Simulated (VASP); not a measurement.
# BN in VASP: notebook

BN is run at these levels: PBE, r2SCAN; tasks: single point.

Program: VASP 6.6.1. These are calculated values, not measurements. Logs are shortened: lines on timing, memory, paths and dates and some standing lists are left out, and cuts for length are marked.

### Step 1. The cell of the first run

Symmetry: Cmc2_1, No. 36, orthorhombic system. The conventional cell has a = 2.661 Å, b = 4.406 Å, c = 4.208 Å, α = 90.00°, β = 90.00°, γ = 90.00°. Within 2.1 Å of B (site symmetry m) lie 4 N at 1.56 to 1.61 Å. N (site symmetry m) has 4 B at 1.56 to 1.61 Å within 2.1 Å.

### Step 2. Single point, PBE (uniaxial x strain +4.6%)

The input, INCAR:

```
PREC = Accurate
ENCUT = 520
EDIFF = 1E-6
ISMEAR = -1
SIGMA = 0.02
LREAL = F
LASPH = T
NELM = 100
ALGO = Normal
ISIF = 2
LWAVE = F
LCHARG = F
GGA = PE
NBANDS = 16
```

The input, KPOINTS:

```
Automatic mesh
0
Gamma
  12 12 6
```

The input, POSCAR:

```
BN
1.0
    2.6609717014      0.0000000000      0.0000000000
   -1.3304858507      2.2031253271      0.0000000000
    0.0000000000      0.0000000000      4.2078153363
B N
2 2
Direct
    0.3343169296      0.6686338592      0.0002922596
    0.6656830704      0.3313661408      0.5002922596
    0.3316333579      0.6632667157      0.3747077404
    0.6683666421      0.3367332843      0.8747077404
```

Potentials or basis: VASP PAW PBE potentials, release 64 (B, N).

Started as:

```sh
$ cat potpaw_PBE.64/B/POTCAR potpaw_PBE.64/N/POTCAR > POTCAR
$ mpirun -np 1 vasp_std > vasp.out
```

OUTCAR:

```text
PREC = Accurate
   ENCUT = 520
   EDIFF = 1E-6
   ISMEAR = -1
   LREAL = F
   LASPH = T
   NELM = 100
   ISIF = 2
   GGA = PE

 ion  position               nearest neighbor table
   1  0.334  0.669  0.000-   4 1.56   3 1.58   4 1.61   4 1.61
   2  0.666  0.331  0.500-   3 1.56   4 1.58   3 1.61   3 1.61
   3  0.332  0.663  0.375-   2 1.56   1 1.58   2 1.61   2 1.61
   4  0.668  0.337  0.875-   1 1.56   2 1.58   1 1.61   1 1.61

  Warning from LATTYP: Monoclinic adjustment (A1->A3, A2->A1, A3->A2)!
  LATTYP: Found a base centered orthorhombic cell.
 ALAT       =     2.6609717014
 B/A-ratio  =     1.6558803132
 C/A-ratio  =     1.5813078110

  Lattice vectors:

 A1 = (   1.3304858507,  -2.2031253271,   0.0000000000)
 A2 = (   1.3304858507,   2.2031253271,   0.0000000000)
 A3 = (   0.0000000000,   0.0000000000,   4.2078153363)

Analysis of symmetry for initial positions (statically):
=====================================================================
 Subroutine PRICEL returns:
 Original cell was already a primitive cell.

 Routine SETGRP: Setting up the symmetry group for a
 base centered orthorhombic supercell.

 Subroutine GETGRP returns: Found  4 space group operations
 (whereof  2 operations were pure point group operations)
 out of a pool of  8 trial point group operations.

The static configuration has the point symmetry C_1h.
 The point group associated with its full space group is C_2v.

Analysis of symmetry for dynamics (positions and initial velocities):
=====================================================================
 Subroutine PRICEL returns:
 Original cell was already a primitive cell.

 Routine SETGRP: Setting up the symmetry group for a
 base centered orthorhombic supercell.

 Subroutine GETGRP returns: Found  4 space group operations
 (whereof  2 operations were pure point group operations)
 out of a pool of  8 trial point group operations.

The dynamic configuration has the point symmetry C_1h.
 The point group associated with its full space group is C_2v.

 Subroutine INISYM returns: Found  4 space group operations
 (whereof  2 operations are pure point group operations),
 and found     1 'primitive' translations

----------------------------------------------------------------------------------------

                                     Primitive cell

  volume of cell :      24.6681

  direct lattice vectors                    reciprocal lattice vectors
     2.660971701  0.000000000  0.000000000     0.375802568  0.226950321  0.000000000
    -1.330485851  2.203125327  0.000000000     0.000000000  0.453900642  0.000000000
     0.000000000  0.000000000  4.207815336     0.000000000  0.000000000  0.237653015

  length of vectors
     2.660971701  2.573704296  4.207815336     0.439014827  0.453900642  0.237653015

  position of ions in fractional coordinates (direct lattice)
     0.334316930  0.668633859  0.000292260
     0.665683070  0.331366141  0.500292260
     0.331633358  0.663266716  0.374707740
     0.668366642  0.336733284  0.874707740

  ion indices of the primitive-cell ions
   primitive index   ion index
                 1           1
                 2           2
                 3           3
                 4           4

----------------------------------------------------------------------------------------

 KPOINTS: Automatic mesh

Automatic generation of k-mesh.
 Grid dimensions read from file:
 generate k-points for:   12   12    6

 Generating k-lattice:

  Cartesian coordinates                     Fractional coordinates (reciprocal lattice)
     0.031316881  0.018912527  0.000000000     0.083333333  0.000000000  0.000000000
     0.000000000  0.037825053  0.000000000     0.000000000  0.083333333  0.000000000
     0.000000000  0.000000000  0.039608836     0.000000000  0.000000000  0.166666667

  Length of vectors
     0.036584569  0.037825053  0.039608836

  Shift w.r.t. Gamma in fractional coordinates (k-lattice)
     0.000000000  0.000000000  0.000000000

 Subroutine IBZKPT returns following result:
 ===========================================

 Found    172 irreducible k-points:

 Following reciprocal coordinates:
            Coordinates               Weight
  0.000000  0.000000  0.000000      1.000000
  0.083333  0.000000  0.000000      4.000000
  0.166667  0.000000  0.000000      4.000000
  0.250000  0.000000  0.000000      4.000000
  0.333333  0.000000  0.000000      4.000000
  0.416667  0.000000  0.000000      4.000000
[... 16 lines left out ...]
  0.333333  0.166667  0.000000      4.000000
  0.416667  0.166667  0.000000      4.000000
 [... further k-points ...]
   k-points           NKPTS =    172   k-points in BZ     NKDIM =    172   number of bands    NBANDS=     16
   number of dos      NEDOS =    301   number of ions     NIONS =      4
   total plane-waves  NPLWV =  12800
   dimension x,y,z NGX =    20 NGY =   20 NGZ =   32
   dimension x,y,z NGXF=    40 NGYF=   40 NGZF=   64
   ions per type =               2   2
   NGX,Y,Z   is equivalent  to a cutoff of  12.50, 12.92, 12.64 a.u.
   NGXF,Y,Z  is equivalent  to a cutoff of  24.99, 25.84, 25.29 a.u.
 SYSTEM =  unknown system
   PREC   = accura    normal or accurate (medium, high low for compatibility)
   ISTART =      0    job   : 0-new  1-cont  2-samecut
   ICHARG =      2    charge: 1-file 2-atom 10-const
   ISPIN  =      1    spin polarized calculation?
   LNONCOLLINEAR =      F non collinear calculations
   LSORBIT =      F    spin-orbit coupling
   LASPH  =      T    aspherical Exc in radial PAW
   ENCUT  =  520.0 eV  38.22 Ry    6.18 a.u.   4.95  4.79  7.82*2*pi/ulx,y,z
   NELM   =    100;   NELMIN=  2; NELMDL= -5     # of ELM steps
   EDIFF  = 0.1E-05   stopping-criterion for ELM
   LREAL  =      F    real-space projection
   EDIFFG = 0.1E-04   stopping-criterion for IOM
   NSW    =      0    number of steps for IOM
   IBRION =     -1    ionic relax: 0-MD 1-quasi-New 2-CG
   NFREE  =      0    steps in history (QN), initial steepest desc. (CG)
   ISIF   =      2    stress and relaxation
   ISYM   =      2    0-nonsym 1-usesym 2-fastsym
   POTIM  = 0.5000    time-step for ionic-motion
   TEBEG  =    0.0;   TEEND  =   0.0 temperature during run
   PSTRESS=    0.0 pullay stress
   NELECT =      16.0000    total number of electrons
   NUPDOWN=      -1.0000    fix difference up-down
   EMIN   =  10.00;   EMAX   =-10.00  energy-range for DOS
   EFERMI =   0.00;   METHOD = LEGACY
   ISMEAR =    -1;   SIGMA  =   0.02  broadening in eV -4-tet -1-fermi 0-gaus
   EFERMI_NEDOS =   21; number of points for ismear=-14 and -15
   IALGO  =     38    algorithm
   IMIX   =      4    mixing-type and parameters
     AMIX     =   0.40;   BMIX     =  1.00
     AMIX_MAG =   1.60;   BMIX_MAG =  1.00
  volume/ion in A,a.u.               =       6.17        41.62
  Fermi-wavevector in a.u.,A,eV,Ry     =   1.417107  2.677945 27.323132  2.008194
  Thomas-Fermi vector in A             =   2.538372
   LORBIT       =      0    0 simple, 1 ext, 2 COOP (PROOUT), +10 PAW based schemes
   GGA     = PE    functional components
   LHFCALC =     F    Hartree Fock is set to
   AEXX    =    0.0000 exact exchange contribution
   IVDW    =     0    specifies the selected vdW correction
   LEPSILON=     F    determine dielectric tensor
   LRPA    =     F    only Hartree local field effects (RPA)
 non-spin polarized calculation
  energy-cutoff  :      520.00
  volume of cell :       24.67
 maximum number of plane-waves:       676
   NGX =  9   NGY =  9   NGZ = 15

 number of electron      15.9999999 magnetization

 Free energy of the ion-electron system (eV)
  ---------------------------------------------------
  ext. energy  EPLUGINS =         0.00000000
  ---------------------------------------------------
  free energy    TOTEN  =       -34.72777188 eV

  energy without entropy =      -34.72777188  energy(sigma->0) =      -34.72777188

 E-fermi :   7.5629     XC(G=0): -12.5992

 val. band max:        7.1338140063   @ k =   0.0000   0.0000   0.0000
 cond. band min:      12.3379701543   @ k =   0.3333   0.3333   0.0000
 fundamental gap:      5.2041561480
 Fermi energy:         7.5628539016

 k-point     1 :       0.0000    0.0000    0.0000
  band No.  band energies     occupation
      1     -12.8897      2.00000
      2      -8.7456      2.00000
      3      -3.4444      2.00000
      4       4.6812      2.00000
      5       4.9548      2.00000
      6       6.8132      2.00000
[... 8 lines left out ...]
     15      19.1462      0.00000
     16      22.9908      0.00000

 k-point     2 :       0.0833    0.0000    0.0000
  band No.  band energies     occupation
      1     -12.7497      2.00000
      2      -8.6434      2.00000
      3      -3.3059      2.00000
      4       4.0539      2.00000
      5       4.6541      2.00000
      6       6.3939      2.00000
[... 8 lines left out ...]
     15      19.4021      0.00000
     16      22.7641      0.00000

 k-point     3 :       0.1667    0.0000    0.0000
  band No.  band energies     occupation
      1     -12.3349      2.00000
      2      -8.3539      2.00000
      3      -2.8961      2.00000
      4       2.4564      2.00000
      5       4.0631      2.00000
      6       5.0501      2.00000
[... 8 lines left out ...]
     15      20.3520      0.00000
     16      22.0581      0.00000

 k-point     4 :       0.2500    0.0000    0.0000
  band No.  band energies     occupation
      1     -11.6629      2.00000
      2      -7.9429      2.00000
      3      -2.2349      2.00000
      4       0.5982      2.00000
      5       3.3661      2.00000
      6       3.4137      2.00000
[... 8 lines left out ...]
     15      21.5593      0.00000
     16      21.8730      0.00000
[... 324 lines left out ...]
 k-point    22 :       0.2500    0.1667    0.0000
  band No.  band energies     occupation
      1     -10.3113      2.00000
      2      -7.3649      2.00000
      3      -0.9242      2.00000
      4      -0.8045      2.00000
      5       0.6209      2.00000
      6       2.3196      2.00000
[... 8 lines left out ...]
     15      22.1767      0.00000
     16      22.8880      0.00000

 k-point    23 :       0.3333    0.1667    0.0000
  band No.  band energies     occupation
      1      -9.3629      2.00000
      2      -7.4209      2.00000
      3      -1.6669      2.00000
      4      -0.0669      2.00000
      5       0.1833      2.00000
      6       1.3210      2.00000
[... 8 lines left out ...]
     15      21.9154      0.00000
     16      23.0640      0.00000

 k-point    24 :       0.4167    0.1667    0.0000
  band No.  band energies     occupation
      1      -8.8523      2.00000
      2      -7.6556      2.00000
      3      -1.9058      2.00000
      4      -0.0233      2.00000
      5       0.5686      2.00000
      6       0.8702      2.00000
[... 8 lines left out ...]
     15      22.3164      0.00000
     16      23.4389      0.00000

 [... further k-points ...]

------------------------ aborting loop because EDIFF is reached ----------------------------------------

  FORCE on cell =-STRESS in cart. coord.  units (eV):
  Direction    XX          YY          ZZ          XY          YZ          ZX
  --------------------------------------------------------------------------------------
  -------------------------------------------------------------------------------------
  Total       -5.0788216     -0.1297503      0.3029493      0.0000000      0.0000000      0.0000000
  in kB     -329.8658867     -8.4271939     19.6763412      0.0000000      0.0000000      0.0000000
  external PRESSURE =    -106.2055798 kB  Pullay stress =       0.0000000 kB

 VOLUME and BASIS-vectors are now :
 -----------------------------------------------------------------------------
  energy-cutoff  :      520.00
  volume of cell :       24.67
      direct lattice vectors                 reciprocal lattice vectors
     2.660971701  0.000000000  0.000000000     0.375802568  0.226950321  0.000000000
    -1.330485851  2.203125327  0.000000000     0.000000000  0.453900642  0.000000000
     0.000000000  0.000000000  4.207815336     0.000000000  0.000000000  0.237653015

 POSITION                                       TOTAL-FORCE (eV/Angst)
 -----------------------------------------------------------------------------------
      0.00000      1.47308      0.00123         0.000000     -0.041864     -0.026076
      1.33049      0.73004      2.10514        -0.000000      0.041864     -0.026076
      0.00000      1.46126      1.57670        -0.000000     -0.036698      0.026076
      1.33049      0.74187      3.68061         0.000000      0.036698      0.026076
 -----------------------------------------------------------------------------------
    total drift:                                0.000000      0.000000      0.000047

  FREE ENERGIE OF THE ION-ELECTRON SYSTEM (eV)
  ---------------------------------------------------
  free  energy   TOTEN  =       -34.7277718831 eV

  energy  without entropy=      -34.7277718831  energy(sigma->0) =      -34.72777188
```

It took 20 s on 1 thread of AMD EPYC 9R45 (Zen 5), shared host; peak memory 0.14 GiB.

Results:

```yaml
Free_energy: -34.7278 eV
Pressure: -10.6 GPa
Largest_force: 0.049 eV/Å
Band_gap_on_the_k_mesh: 5.20 eV (least direct gap 7.55 eV)
```

Forces on the atoms (eV/Å):
```
B    0.000 -0.042 -0.026
B    0.000  0.042 -0.026
N    0.000 -0.037  0.026
N    0.000  0.037  0.026
```

Levels at points of the mesh, in eV from the valence-band top:
| k point | band 4 | band 5 | band 6 | band 7 | band 8 | band 9 | band 10 | band 11 | band 12 | band 13 |
| --- | --- | --- | --- | --- | --- | --- | --- | --- | --- | --- |
| (0.00, 0.00, 0.00) | -2.45 | -2.18 | -0.32 | -0.22 | 0.00 | 7.55 | 7.58 | 8.96 | 9.13 | 9.57 |
| (0.50, 0.00, 0.00) | -7.47 | -6.94 | -4.81 | -4.34 | -1.84 | 6.63 | 7.97 | 10.28 | 11.21 | 12.80 |
| (0.00, 0.50, 0.00) | -7.49 | -6.57 | -5.45 | -4.34 | -2.41 | 5.46 | 7.57 | 9.69 | 10.28 | 13.18 |
| (0.00, 0.00, 0.50) | -5.47 | -1.46 | -1.46 | -1.20 | -1.20 | 8.36 | 8.36 | 9.12 | 9.12 | 10.09 |
| (0.50, 0.00, 0.50) | -9.82 | -3.63 | -3.63 | -3.38 | -3.38 | 6.57 | 6.57 | 9.85 | 9.85 | 13.75 |
| (0.00, 0.50, 0.50) | -9.67 | -4.18 | -4.18 | -3.38 | -3.38 | 5.90 | 5.90 | 9.72 | 9.72 | 13.49 |

Caveat: the cell differs from its parent crystal (uniaxial x strain +4.6%); the cell stands under tension. A k mesh can miss the band edges.

### Step 3. Single point, r2SCAN (uniaxial x strain +4.6%)

POSCAR is that of step 2.

The input, INCAR.step1:

```
SYSTEM = BN
PREC = Accurate
ENCUT = 520
ISMEAR = 0
SIGMA = 0.01
LREAL = .False.
LASPH = .True.
NELM = 100
NBANDS = 16
GGA = PE
ALGO = Normal
EDIFF = 1E-4
LWAVE = .True.
LCHARG = .False.
```

The input, INCAR.step2:

```
SYSTEM = BN
PREC = Accurate
ENCUT = 520
EDIFF = 1E-6
ISMEAR = 0
SIGMA = 0.01
LREAL = .False.
LASPH = .True.
NELM = 100
ALGO = Normal
ISIF = 2
LWAVE = .False.
LCHARG = .True.
METAGGA = R2SCAN
LMIXTAU = .True.
LELF = .True.
LVHAR = .True.
NBANDS = 16
ISTART = 1
```

The input, KPOINTS:

```
Automatic mesh
0
Gamma
  12 12 6
  0 0 0
```

Potentials or basis: VASP PAW PBE potentials, release 64 (B, N).

Started as:

```sh
$ cat potpaw_PBE.64/B/POTCAR potpaw_PBE.64/N/POTCAR > POTCAR
$ cp INCAR.step1 INCAR
$ mpirun -np 1 vasp_std > vasp.out
$ cp INCAR.step2 INCAR
$ mpirun -np 1 vasp_std > vasp.out
```

Run time: 84 s. Hardware: 1 thread of AMD EPYC 9R45 (Zen 5), shared host; peak memory 0.14 GiB.

The run converged. Its results:

```yaml
Free_energy: -38.1385 eV
Pressure: -14.6 GPa
Largest_force: 0.009 eV/Å
Band_gap_on_the_k_mesh: 5.73 eV (least direct gap 8.21 eV)
```

Forces in eV/Å, atoms in the order of the input:
```
B    0.000 -0.009 -0.003
B    0.000  0.009 -0.003
N    0.000 -0.009  0.003
N    0.000  0.009  0.003
```

Stress tensor (GPa, compression positive):
```
-37.57   0.00   0.00
  0.00  -4.58   0.00
  0.00   0.00  -1.62
```

Levels at points of the mesh, in eV from the valence-band top:
| k point | band 4 | band 5 | band 6 | band 7 | band 8 | band 9 | band 10 | band 11 | band 12 | band 13 |
| --- | --- | --- | --- | --- | --- | --- | --- | --- | --- | --- |
| (0.00, 0.00, 0.00) | -2.54 | -2.26 | -0.32 | -0.22 | 0.00 | 8.21 | 8.23 | 9.67 | 9.81 | 10.25 |
| (0.50, 0.00, 0.00) | -7.80 | -7.23 | -5.00 | -4.45 | -1.91 | 7.20 | 8.60 | 11.04 | 11.92 | 13.72 |
| (0.00, 0.50, 0.00) | -7.82 | -6.85 | -5.66 | -4.46 | -2.50 | 5.98 | 8.18 | 10.42 | 10.94 | 14.11 |
| (0.00, 0.00, 0.50) | -5.71 | -1.51 | -1.51 | -1.24 | -1.24 | 9.03 | 9.03 | 9.84 | 9.84 | 10.84 |
| (0.50, 0.00, 0.50) | -10.20 | -3.78 | -3.78 | -3.51 | -3.51 | 7.16 | 7.16 | 10.52 | 10.52 | 14.76 |
| (0.00, 0.50, 0.50) | -10.06 | -4.34 | -4.34 | -3.53 | -3.53 | 6.46 | 6.46 | 10.38 | 10.38 | 14.49 |

Caveat: the cell differs from its parent crystal (uniaxial x strain +4.6%); the cell stands under tension; the PAW data sets were made with another functional, which shifts forces and pressure a little. A k mesh can miss the band edges.

(Continued in part 2 of 2.)
